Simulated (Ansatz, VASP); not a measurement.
# Gd: VASP beside Ansatz

File INCAR:

```
SYSTEM = Gd
PREC = Accurate
ENCUT = 520
EDIFF = 1E-6
ISMEAR = -1
SIGMA = 0.05
LREAL = .FALSE.
LASPH = .TRUE.
NELM = 150
ALGO = Normal
ISIF = 2
LWAVE = .FALSE.
LCHARG = .FALSE.
ISPIN = 2
MAGMOM = 7
LORBIT = 11
LMAXMIX = 6
GGA = PE
NBANDS = 19
```

File KPOINTS:

```
regular mesh
0
G
  9 9 9
  0 0 0
```

The input POSCAR:

```
Gd
1.0
   -2.0516477927      2.0516477927      2.0516477927
    2.0516477927     -2.0516477927      2.0516477927
    2.0516477927      2.0516477927     -2.0516477927
Gd
1
Direct
    0.0000000000      0.0000000000      0.0000000000
```

The input input.yaml:

```yaml
crystal:
  lattice:
    - [-2.0516477927, 2.0516477927, 2.0516477927]
    - [2.0516477927, -2.0516477927, 2.0516477927]
    - [2.0516477927, 2.0516477927, -2.0516477927]
  atoms:
    - { symbol: Gd, position: [0.0, 0.0, 0.0], spin: 7.0 }
kpoints:
  mp_grid: { grid: [9, 9, 9] }
scf:
  occupations: { method: fermi_dirac, width: 0.05 }
hamiltonian:
  xc: pbe
  pseudopotentials: { kind: all_electron, lapw: { basis_error: 0.0005 } }
magnetization:
  spin_polarized: true
output:
  forces: true
  stress: true
  eigenvalues: true
```

Change from the starting cell: volume scaled by 1.04.

Alike in both runs: task single point; functional PBE; k mesh 9 × 9 × 9; occupations fermi-dirac, width 0.05 eV; collinear spin.

|  | VASP | Ansatz |
| --- | --- | --- |
| version | VASP 6.6.1 | Ansatz 0.2.0 |
| potentials or method | VASP PAW PBE potentials, release 64 (Gd), cutoff 520 eV | all-electron LAPW, scalar-relativistic |

|  | VASP | Ansatz | Ansatz less VASP |
| --- | --- | --- | --- |
| gap on the k mesh at the Fermi level (eV) | none | none | - |
| pressure (GPa) | -1.4 | -1.2 | +0.11 |
| net moment per atom (μB) | 7.62 | 7.61 | -0.010 |
| size of the moment on the site where the two differ most (μB) | 6.99 | 7.44 | +0.445 |

Site moments also hang on the region over which each program counts them. A gap of «none» marks a metal or a gap that the smearing closes. Ansatz ran all-electron here, and VASP with PAW potentials.

Neither program's run includes spin-orbit coupling. Noted on Ansatz's run: the open f shell may have settled in a state that isn't the lowest.
